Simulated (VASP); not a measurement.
# CuO (Cccm) in VASP: settings compared

Aim: see how the results for CuO move with the level of theory and the settings. Levels: LDA, PBEsol, PBE, revPBE. Tasks: single point.

Everything below comes from runs of VASP 6.6.1. Logs are shortened: lines on timing, memory, paths and dates and some standing lists are left out, and cuts for length are marked.

### 1 The cell of the first run

It takes space group Cccm (No. 66, orthorhombic). Conventional cell: a = 4.029 Å, b = 4.044 Å, c = 5.041 Å, α = 90.00°, β = 90.00°, γ = 90.00°. Cu (site symmetry 2/m) has 4 O at 1.90 Å within 2.5 Å. O (site symmetry 222) has 4 Cu at 1.90 Å within 2.5 Å.

### 2 Single point, LDA

Contents of INCAR:

```
PREC = Accurate
ENCUT = 520
EDIFF = 1E-7
ISMEAR = -1
SIGMA = 0.05
LREAL = F
LASPH = T
NELM = 80
ALGO = Normal
ISIF = 2
LWAVE = F
LCHARG = T
GGA = CA
LELF = T
LVHAR = T
NBANDS = 25
```

Contents of KPOINTS:

```
regular mesh
0
Gamma
  9 9 5
```

Contents of POSCAR:

```
CuO
1.0
    2.0145694616     -2.0220413157      0.0000000000
    2.0145694616      2.0220413157      0.0000000000
    0.0000000000      0.0000000000      5.0409387870
Cu O
2 2
Direct
    0.5000000000      0.0000000000      0.0000000000
    0.0000000000      0.5000000000      0.5000000000
    0.5000000000      0.5000000000      0.2500000000
    0.5000000000      0.5000000000      0.7500000000
```

Potentials or basis: VASP PAW LDA potentials, release 64 (Cu, O).

Run with:

```sh
$ cat potpaw_LDA.64/Cu/POTCAR potpaw_LDA.64/O/POTCAR > POTCAR
$ mpirun -np 1 vasp_std > vasp.out
```

OUTCAR:

```text
PREC = Accurate
   ENCUT = 520
   EDIFF = 1E-7
   ISMEAR = -1
   LREAL = F
   LASPH = T
   NELM = 80
   ISIF = 2
   GGA = CA

 ion  position               nearest neighbor table
   1  0.500  0.000  0.000-   3 1.90   4 1.90   3 1.90   4 1.90
   2  0.000  0.500  0.500-   3 1.90   4 1.90   3 1.90   4 1.90
   3  0.500  0.500  0.250-   1 1.90   2 1.90   1 1.90   2 1.90
   4  0.500  0.500  0.750-   1 1.90   2 1.90   1 1.90   2 1.90

  LATTYP: Found a base centered orthorhombic cell.
 ALAT       =     4.0291389232
 B/A-ratio  =     1.0037089086
 C/A-ratio  =     1.2511206198

  Lattice vectors:

 A1 = (   2.0145694616,  -2.0220413157,   0.0000000000)
 A2 = (   2.0145694616,   2.0220413157,   0.0000000000)
 A3 = (   0.0000000000,   0.0000000000,   5.0409387870)

Analysis of symmetry for initial positions (statically):
=====================================================================
 Subroutine PRICEL returns:
 Original cell was already a primitive cell.

 Routine SETGRP: Setting up the symmetry group for a
 base centered orthorhombic supercell.

 Subroutine GETGRP returns: Found  8 space group operations
 (whereof  4 operations were pure point group operations)
 out of a pool of  8 trial point group operations.

The static configuration has the point symmetry C_2h.
 The point group associated with its full space group is D_2h.

Analysis of symmetry for dynamics (positions and initial velocities):
=====================================================================
 Subroutine PRICEL returns:
 Original cell was already a primitive cell.

 Routine SETGRP: Setting up the symmetry group for a
 base centered orthorhombic supercell.

 Subroutine GETGRP returns: Found  8 space group operations
 (whereof  4 operations were pure point group operations)
 out of a pool of  8 trial point group operations.

The dynamic configuration has the point symmetry C_2h.
 The point group associated with its full space group is D_2h.

 Subroutine INISYM returns: Found  8 space group operations
 (whereof  4 operations are pure point group operations),
 and found     1 'primitive' translations

----------------------------------------------------------------------------------------

                                     Primitive cell

  volume of cell :      41.0690

  direct lattice vectors                    reciprocal lattice vectors
     2.014569462 -2.022041316  0.000000000     0.248191988 -0.247274868  0.000000000
     2.014569462  2.022041316  0.000000000     0.248191988  0.247274868  0.000000000
     0.000000000  0.000000000  5.040938787     0.000000000  0.000000000  0.198375748

  length of vectors
     2.854319743  2.854319743  5.040938787     0.350348574  0.350348574  0.198375748

  position of ions in fractional coordinates (direct lattice)
     0.500000000  0.000000000  0.000000000
     0.000000000  0.500000000  0.500000000
     0.500000000  0.500000000  0.250000000
     0.500000000  0.500000000  0.750000000

  ion indices of the primitive-cell ions
   primitive index   ion index
                 1           1
                 2           2
                 3           3
                 4           4

----------------------------------------------------------------------------------------

 KPOINTS: regular mesh

Automatic generation of k-mesh.
 Grid dimensions read from file:
 generate k-points for:    9    9    5

 Generating k-lattice:

  Cartesian coordinates                     Fractional coordinates (reciprocal lattice)
     0.027576888 -0.027474985  0.000000000     0.111111111  0.000000000  0.000000000
     0.027576888  0.027474985  0.000000000     0.000000000  0.111111111  0.000000000
     0.000000000  0.000000000  0.039675150     0.000000000  0.000000000  0.200000000

  Length of vectors
     0.038927619  0.038927619  0.039675150

  Shift w.r.t. Gamma in fractional coordinates (k-lattice)
     0.000000000  0.000000000  0.000000000

 Subroutine IBZKPT returns following result:
 ===========================================

 Found     75 irreducible k-points:

 Following reciprocal coordinates:
            Coordinates               Weight
  0.000000  0.000000  0.000000      1.000000
  0.111111 -0.000000  0.000000      4.000000
  0.222222  0.000000  0.000000      4.000000
  0.333333 -0.000000  0.000000      4.000000
  0.444444  0.000000  0.000000      4.000000
  0.111111  0.111111  0.000000      2.000000
[... 16 lines left out ...]
 -0.333333  0.333333  0.000000      2.000000
  0.444444  0.444444  0.000000      2.000000
 [... further k-points ...]
   k-points           NKPTS =     75   k-points in BZ     NKDIM =     75   number of bands    NBANDS=     25
   number of dos      NEDOS =    301   number of ions     NIONS =      4
   total plane-waves  NPLWV =  23040
   dimension x,y,z NGX =    24 NGY =   24 NGZ =   40
   dimension x,y,z NGXF=    48 NGYF=   48 NGZF=   80
   ions per type =               2   2
   NGX,Y,Z   is equivalent  to a cutoff of  13.98, 13.98, 13.19 a.u.
   NGXF,Y,Z  is equivalent  to a cutoff of  27.96, 27.96, 26.38 a.u.
 SYSTEM =  unknown system
   PREC   = accura    normal or accurate (medium, high low for compatibility)
   ISTART =      0    job   : 0-new  1-cont  2-samecut
   ICHARG =      2    charge: 1-file 2-atom 10-const
   ISPIN  =      1    spin polarized calculation?
   LNONCOLLINEAR =      F non collinear calculations
   LSORBIT =      F    spin-orbit coupling
   LASPH  =      T    aspherical Exc in radial PAW
   ENCUT  =  520.0 eV  38.22 Ry    6.18 a.u.   5.31  5.31  9.37*2*pi/ulx,y,z
   NELM   =     80;   NELMIN=  2; NELMDL= -5     # of ELM steps
   EDIFF  = 0.1E-06   stopping-criterion for ELM
   LREAL  =      F    real-space projection
   EDIFFG = 0.1E-05   stopping-criterion for IOM
   NSW    =      0    number of steps for IOM
   IBRION =     -1    ionic relax: 0-MD 1-quasi-New 2-CG
   NFREE  =      0    steps in history (QN), initial steepest desc. (CG)
   ISIF   =      2    stress and relaxation
   ISYM   =      2    0-nonsym 1-usesym 2-fastsym
   POTIM  = 0.5000    time-step for ionic-motion
   TEBEG  =    0.0;   TEEND  =   0.0 temperature during run
   PSTRESS=    0.0 pullay stress
   NELECT =      34.0000    total number of electrons
   NUPDOWN=      -1.0000    fix difference up-down
   EMIN   =  10.00;   EMAX   =-10.00  energy-range for DOS
   EFERMI =   0.00;   METHOD = LEGACY
   ISMEAR =    -1;   SIGMA  =   0.05  broadening in eV -4-tet -1-fermi 0-gaus
   EFERMI_NEDOS =   21; number of points for ismear=-14 and -15
   IALGO  =     38    algorithm
   IMIX   =      4    mixing-type and parameters
     AMIX     =   0.40;   BMIX     =  1.00
     AMIX_MAG =   1.60;   BMIX_MAG =  1.00
  volume/ion in A,a.u.               =      10.27        69.29
  Fermi-wavevector in a.u.,A,eV,Ry     =   1.537198  2.904884 32.150277  2.362979
  Thomas-Fermi vector in A             =   2.643741
   LORBIT       =      0    0 simple, 1 ext, 2 COOP (PROOUT), +10 PAW based schemes
   GGA     = CA    functional components
   LHFCALC =     F    Hartree Fock is set to
   AEXX    =    0.0000 exact exchange contribution
   IVDW    =     0    specifies the selected vdW correction
   LEPSILON=     F    determine dielectric tensor
   LRPA    =     F    only Hartree local field effects (RPA)
 non-spin polarized calculation
  energy-cutoff  :      520.00
  volume of cell :       41.07
 maximum number of plane-waves:      1122
 NGX is ok and might be reduce to    24
   NGX = 11   NGY = 11   NGZ = 19

 number of electron      33.9999978 magnetization

 Free energy of the ion-electron system (eV)
  ---------------------------------------------------
  ext. energy  EPLUGINS =         0.00000000
  ---------------------------------------------------
  free energy    TOTEN  =       -23.33165495 eV

  energy without entropy =      -23.31306419  energy(sigma->0) =      -23.32235957

 E-fermi :   5.5418     XC(G=0): -12.2717

 val. band max:        5.5095633698   @ k =   0.4444   0.4444   0.4000
 cond. band min:       5.5989588499   @ k =   0.2222   0.1111   0.0000
 fundamental gap:      0.0893954801
 Fermi energy:         5.5418382540

 k-point     1 :       0.0000    0.0000    0.0000
  band No.  band energies     occupation
      1     -14.6328      2.00000
      2     -13.0653      2.00000
      3      -3.3682      2.00000
      4      -0.4468      2.00000
      5      -0.4386      2.00000
      6       1.3530      2.00000
[... 17 lines left out ...]
     24      20.3980      0.00000
     25      20.5573      0.00000

 k-point     2 :       0.1111   -0.0000    0.0000
  band No.  band energies     occupation
      1     -14.5539      2.00000
      2     -13.0427      2.00000
      3      -3.2443      2.00000
      4      -0.5144      2.00000
      5      -0.4067      2.00000
      6       0.7050      2.00000
[... 17 lines left out ...]
     24      20.6309      0.00000
     25      20.6554      0.00000

 k-point     3 :       0.2222    0.0000    0.0000
  band No.  band energies     occupation
      1     -14.3452      2.00000
      2     -12.9851      2.00000
      3      -2.9143      2.00000
      4      -0.6446      2.00000
      5      -0.4799      2.00000
      6      -0.3138      2.00000
[... 17 lines left out ...]
     24      20.5862      0.00000
     25      21.0238      0.00000

 k-point     4 :       0.3333   -0.0000    0.0000
  band No.  band energies     occupation
      1     -14.0908      2.00000
      2     -12.9185      2.00000
      3      -2.5062      2.00000
      4      -1.5455      2.00000
      5      -0.6995      2.00000
      6      -0.2036      2.00000
[... 17 lines left out ...]
     24      19.7688      0.00000
     25      20.8782      0.00000

 k-point     5 :       0.4444    0.0000    0.0000
  band No.  band energies     occupation
      1     -13.9127      2.00000
      2     -12.8743      2.00000
      3      -2.2374      2.00000
      4      -2.1472      2.00000
      5      -0.6563      2.00000
      6      -0.1289      2.00000
[... 17 lines left out ...]
     24      18.4107      0.00000
     25      20.6503      0.00000

 k-point     6 :       0.1111    0.1111    0.0000
  band No.  band energies     occupation
      1     -14.4754      2.00000
      2     -13.0210      2.00000
      3      -3.1197      2.00000
      4      -0.5102      2.00000
      5      -0.4439      2.00000
      6       0.5842      2.00000
[... 17 lines left out ...]
     24      19.4613      0.00000
     25      20.7976      0.00000
[... 393 lines left out ...]
 k-point    21 :       0.4444    0.3333    0.0000
  band No.  band energies     occupation
      1     -13.4249      2.00000
      2     -12.7740      2.00000
      3      -1.8076      2.00000
      4      -1.2362      2.00000
      5      -1.1467      2.00000
      6      -0.4266      2.00000
[... 17 lines left out ...]
     24      17.8127      0.00000
     25      18.5384      0.00000

 k-point    22 :      -0.4444    0.3333    0.0000
  band No.  band energies     occupation
      1     -13.4254      2.00000
      2     -12.7743      2.00000
      3      -1.8072      2.00000
      4      -1.2365      2.00000
      5      -1.1444      2.00000
      6      -0.4226      2.00000
[... 17 lines left out ...]
     24      17.8374      0.00000
     25      18.5078      0.00000

 k-point    23 :      -0.3333    0.3333    0.0000
  band No.  band energies     occupation
      1     -13.5894      2.00000
      2     -12.8073      2.00000
      3      -1.5765      2.00000
      4      -1.3152      2.00000
      5      -1.1461      2.00000
      6      -0.5237      2.00000
[... 17 lines left out ...]
     24      17.6341      0.00000
     25      19.7397      0.00000

 k-point    24 :       0.4444    0.4444    0.0000
  band No.  band energies     occupation
      1     -13.2666      2.00000
      2     -12.7444      2.00000
      3      -1.7065      2.00000
      4      -1.7033      2.00000
      5      -0.8532      2.00000
      6      -0.3115      2.00000
[... 17 lines left out ...]
     24      17.0713      0.00000
     25      17.7297      0.00000

 [... further k-points ...]

------------------------ aborting loop because EDIFF is reached ----------------------------------------

  FORCE on cell =-STRESS in cart. coord.  units (eV):
  Direction    XX          YY          ZZ          XY          YZ          ZX
  --------------------------------------------------------------------------------------
  -------------------------------------------------------------------------------------
  Total        0.2272772      0.2148034      0.3729497      0.0000000      0.0000000      0.0000000
  in kB        8.8665116      8.3798834     14.5494712      0.0000000      0.0000000      0.0000000
  external PRESSURE =      10.5986221 kB  Pullay stress =       0.0000000 kB

 VOLUME and BASIS-vectors are now :
 -----------------------------------------------------------------------------
  energy-cutoff  :      520.00
  volume of cell :       41.07
      direct lattice vectors                 reciprocal lattice vectors
     2.014569462 -2.022041316  0.000000000     0.248191988 -0.247274868  0.000000000
     2.014569462  2.022041316  0.000000000     0.248191988  0.247274868  0.000000000
     0.000000000  0.000000000  5.040938787     0.000000000  0.000000000  0.198375748

 POSITION                                       TOTAL-FORCE (eV/Angst)
 -----------------------------------------------------------------------------------
      1.00728     -1.01102      0.00000         0.000000      0.000000      0.000000
      1.00728      1.01102      2.52047         0.000000      0.000000      0.000000
      2.01457      0.00000      1.26023         0.000000      0.000000     -0.000000
      2.01457      0.00000      3.78070         0.000000     -0.000000      0.000000
 -----------------------------------------------------------------------------------
    total drift:                                0.000000     -0.000000     -0.000000

  FREE ENERGIE OF THE ION-ELECTRON SYSTEM (eV)
  ---------------------------------------------------
  free  energy   TOTEN  =       -23.3316549519 eV

  energy  without entropy=      -23.3130641896  energy(sigma->0) =      -23.32235957
```

Wall time 44 s (1 thread of AMD EPYC 9R45 (Zen 5), shared host); peak memory 0.16 GiB.

What came out:

| Item | Value |
| --- | --- |
| Free energy | -23.3317 eV |
| Pressure | 1.1 GPa |
| Band gap on the k mesh | zero (band 17 reaches 6.28 eV, above the bottom of band 18 at 5.26 eV) |

Levels at points of the mesh, in eV from the Fermi level:
| k point | band 15 | band 16 | band 17 | band 18 | band 19 | band 20 |
| --- | --- | --- | --- | --- | --- | --- |
| (0.00, 0.00, 0.00) | -2.51 | -2.09 | 0.73 | 0.74 | 1.67 | 6.16 |

Caveat: semilocal functionals often make such compounds metallic where correlation or magnetic order opens a gap, which also shifts bond lengths.

[end of part 1 of 2]
